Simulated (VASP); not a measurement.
**C: single point with PBEsol**

C:

```
C
1.0
    -1.89885    2.01675    1.09321
     1.89885   -2.01675    1.09321
     1.89885    2.01675   -1.09321
C
2
Direct
  0.18594 0.93594 0.25000
  0.81406 0.06406 0.75000
```

This cell differs from its parent crystal: Ge replaced by C, lengths x 0.780, strained.

```yaml
Program: VASP 6.6.1
Task: single point
Functional: PBEsol
Potentials_or_basis: VASP PAW PBE potentials, release 64 (C)
Cutoff: 520 eV
k_mesh: 10 × 10 × 10
Occupations: gaussian, width 0.1 eV
Spin: no spin polarisation
Dipole_correction: no
Further_INCAR_settings: ALGO = Normal; EDIFF = 1e-07; NBANDS = 11
```

| Property | Result |
| --- | --- |
| Pressure | -56.2 GPa |
| Largest force | 0.903 eV/Å |
| Band gap on the k mesh | zero (band 4 reaches 8.15 eV, above the bottom of band 5 at 1.88 eV) |

Forces on the atoms (eV/Å):
```
C    0.000  0.000 -0.903
C    0.000  0.000  0.903
```

Stress tensor (GPa, compression positive):
```
-49.34   0.00   0.00
  0.00 -75.84   0.00
  0.00   0.00 -43.28
```

Levels at points of the mesh, in eV from the Fermi level:
```tsv
k point	band 1	band 2	band 3	band 4	band 5	band 6	band 7	band 8
(0.00, 0.00, 0.00)	-16.80	-3.31	-2.95	-2.82	6.22	6.63	6.77	7.20
(0.50, 0.00, 0.00)	-9.24	-8.30	-2.07	-1.89	-1.24	2.66	3.65	4.86
(0.00, 0.50, 0.00)	-9.22	-7.52	-3.13	-2.83	-2.67	3.90	6.07	6.77
(0.50, 0.50, 0.00)	-12.83	-12.83	0.53	0.53	3.27	3.27	6.29	6.29
(0.50, 0.50, 0.50)	-10.52	-9.24	-7.77	-7.41	4.27	7.49	8.97	8.99
```

Run time: 18 s on 1 thread of AMD EPYC 9R45 96-Core Processor (Zen 5), on a shared host, peak memory 0.11 GiB.

Caveat: the cell differs from its parent crystal (Ge replaced by C, lengths x 0.780, strained); the PAW data sets were made with another functional, which shifts forces and pressure a little.
